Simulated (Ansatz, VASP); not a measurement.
# NaAl3 in VASP and in Ansatz

```xyz
4
Lattice="-2.1745 2.1745 4.0756 2.1745 -2.1745 4.0756 2.1745 2.1745 -4.0756" Properties=species:S:1:pos:R:3 pbc="T T T"
Na    0.0000    0.0000    0.0000
Al    0.0000    2.1745    2.0378
Al    2.1745    0.0000    2.0378
Al    0.0000    0.0000    4.0756
```

Alike in both runs: task single point; functional PBE; k mesh 14 × 14 × 14; occupations gaussian, width 0.1 eV; no spin polarisation.

```csv
,VASP,Ansatz
version,VASP 6.6.1,Ansatz 0.2.0
potentials or method,"VASP PAW PBE potentials, release 64 (Na_pv, Al), cutoff 520 eV","scalar-relativistic, plane waves, PAW"
valence electrons in the cell,16,18
```

```csv
,VASP,Ansatz,Ansatz less VASP
gap on the k mesh at the Fermi level (eV),none,none,-
pressure (GPa),-0.6,-0.6,-0.02
"traceless stress, the component that is largest in VASP (GPa)",0.69,0.70,+0.003
```

A gap of «none» marks a metal or a gap that the smearing closes. VASP's potentials hold 16 valence electrons a cell and Ansatz's 18, so a difference there can come from the potentials and not from the codes.
